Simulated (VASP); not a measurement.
MgCd3Te2:

```
Mg Cd Te
1.0
     3.14178    1.81391    4.30794
    -3.14178    1.81391    4.30794
     0.00000   -3.62781    4.30794
Mg Cd Te
1 3 2
Direct
  0.00000 0.00000 0.00000
  0.00000 0.50000 0.00000
  0.50000 0.00000 0.00000
  0.00000 0.00000 0.50000
  0.63385 0.63385 0.63385
  0.36615 0.36615 0.36615
```

- Program: VASP 6.6.1
- Task: relaxation of cell and atoms
- Functional: PBE
- Potentials or basis: VASP PAW PBE potentials, release 64 (Mg, Cd, Te)
- Cutoff: 600 eV
- k mesh: 6 × 6 × 6
- Occupations: gaussian, width 0.1 eV
- Spin: no spin polarisation

At the start: pressure 3.4 GPa; volume 24.55 Å³/atom.

Question: Where does the relaxation end?

Answer: Over 49 steps the energy falls by 157.1 meV/atom and the volume is 27.98 Å³/atom (+14.0 %); space group R-3m (No. 166, to 0.05 Å).

Step by step:
```tsv
step	energy change (eV)	largest force (eV/Å)	pressure (GPa)	volume (Å³)
1	0.0000	0.0196	3.45	147.30
3	-0.1352	0.1059	-0.36	158.65
5	-0.2175	0.0388	-0.17	156.19
7	-0.2236	0.5031	6.31	141.26
9	-0.4544	0.2877	2.80	146.55
11	-0.4696	0.3081	2.78	147.13
13	-0.4707	0.3225	2.79	147.38
15	-0.5141	0.2862	1.71	150.28
17	-0.5457	0.2208	-0.10	155.95
19	-0.5513	0.2179	-0.10	155.92
21	-0.5770	0.2357	-0.03	155.76
23	-0.7133	0.1654	0.61	154.95
25	-0.7757	0.0253	1.24	154.41
27	-0.7855	0.2094	1.66	154.11
29	-0.7936	0.2673	1.64	154.60
31	-0.7987	0.5359	1.71	156.75
33	-0.8116	0.4220	1.50	156.55
35	-0.8673	0.2843	0.15	161.71
37	-0.8826	0.1741	-0.89	166.65
39	-0.9368	0.0020	-0.07	166.39
41	-0.9398	0.0516	0.18	166.28
43	-0.9404	0.0633	0.09	166.88
45	-0.9407	0.0711	-0.02	167.53
47	-0.9420	0.0333	0.00	167.70
49	-0.9424	0.0009	0.00	167.86
```

Final structure:
```xyz
6
Lattice="2.7314 1.5770 6.4950 -2.7314 1.5770 6.4950 0.0000 -3.1540 6.4950" Properties=species:S:1:pos:R:3 pbc="T T T"
Mg    0.0000    0.0000    0.0000
Cd   -1.3657    0.7885    3.2475
Cd    1.3657    0.7885    3.2475
Cd    0.0000   -1.5770    3.2475
Te    0.0000    0.0000   11.9205
Te    0.0000    0.0000    7.5646
```
